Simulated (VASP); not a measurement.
Here is a VASP 6.6.1 calculation.

INCAR

```
SYSTEM = Li32S15
PREC = Accurate ; ENCUT = 650
EDIFF = 1E-6 ; ISMEAR = 0
SIGMA = 0.01 ; LREAL = Auto
LASPH = .TRUE. ; NELM = 120
ALGO = Normal ; ISIF = 2
LWAVE = .FALSE. ; LCHARG = .FALSE.
GGA = PS ; NELECT = 184.0
NBANDS = 122 ; GGA_COMPAT = .FALSE.
```

The input KPOINTS:

```
Automatic mesh
0
Gamma
  2 2 2
  0.5 0.5 0.5
```

POSCAR

```
Li32S15
1.0
   -5.6548817418     -5.6548817418      5.6548817418
    5.6548817418     -5.6548817418     -5.6548817418
    5.6548817418      5.6548817418      5.6548817418
Li S
32 15
Direct
    0.2500000000      0.7552995061      0.7519874230
   -0.0052995061      0.7466879168     -0.0052995061
    0.5052995061      0.5000000000      0.7519874230
    0.2500000000      0.5000000000     -0.0391138636
   -0.0391138636      0.5000000000      0.2500000000
    0.7519874230      0.7552995061      0.2500000000
    0.5391138636      0.7891138636      0.5391138636
    0.0033120832     -0.0019874230      0.7480125770
    0.7480125770      0.2533120832      0.7480125770
    0.4966879168      0.2447004939     -0.0052995061
    0.2500000000      0.2108861364      0.2500000000
   -0.0052995061      0.2447004939      0.4966879168
    0.7519874230      0.5000000000      0.5052995061
    0.7480125770     -0.0019874230      0.0033120832
    0.5052995061      0.0019874230      0.2500000000
    0.2500000000      0.0019874230      0.5052995061
    0.2500000000      0.7891138636      0.2500000000
    0.0033120832      0.7552995061      0.5052995061
    0.5391138636      0.5000000000      0.2500000000
    0.2500000000      0.5000000000      0.5391138636
   -0.0052995061      0.5000000000      0.7480125770
    0.7519874230      0.7466879168      0.7519874230
    0.5052995061      0.7552995061      0.0033120832
   -0.0052995061     -0.0019874230      0.2500000000
    0.7480125770      0.2447004939      0.2500000000
    0.5052995061      0.2533120832      0.5052995061
    0.2500000000      0.2447004939      0.7480125770
   -0.0391138636      0.2108861364     -0.0391138636
    0.7480125770      0.5000000000     -0.0052995061
    0.7519874230      0.0019874230      0.4966879168
    0.4966879168      0.0019874230      0.7519874230
    0.2500000000     -0.0019874230     -0.0052995061
    0.0004507275      0.5000000000      0.4995492725
    0.4995492725      0.2504507275      0.2500000000
    0.2500000000      0.2504507275      0.4995492725
    0.0004507275      0.2504507275      0.7509014549
    0.7500000000      0.5000000000      0.7500000000
    0.4995492725      0.5000000000      0.0004507275
    1.0004507275      0.7495492725      0.2500000000
    0.7500000000      0.0000000000      0.2500000000
    0.4995492725     -0.0009014549      0.4995492725
    0.2500000000      0.0000000000      0.7500000000
    0.0004507275      0.0009014549      0.0004507275
    0.7509014549      0.2504507275      0.0004507275
    0.7490985451      0.7495492725      0.4995492725
    0.4995492725      0.7495492725      0.7490985451
    0.2500000000      0.7495492725      0.0004507275
```

Potentials or basis: VASP PAW PBE potentials, release 64 (Li_sv, S).

Run with:

```sh
$ cat potpaw_PBE.64/Li_sv/POTCAR potpaw_PBE.64/S/POTCAR > POTCAR
$ mpirun -np 1 vasp_std > vasp.out
```

(1) What does it give for the largest force?

## Answers

(1) 0.030 eV/Å.

Caveat: the cell carries a net charge on a neutralising background, which shifts energy and pressure; the cell differs from its parent crystal (atoms taken out, then relaxed in part); the PAW data sets were made with another functional, which shifts forces and pressure a little.
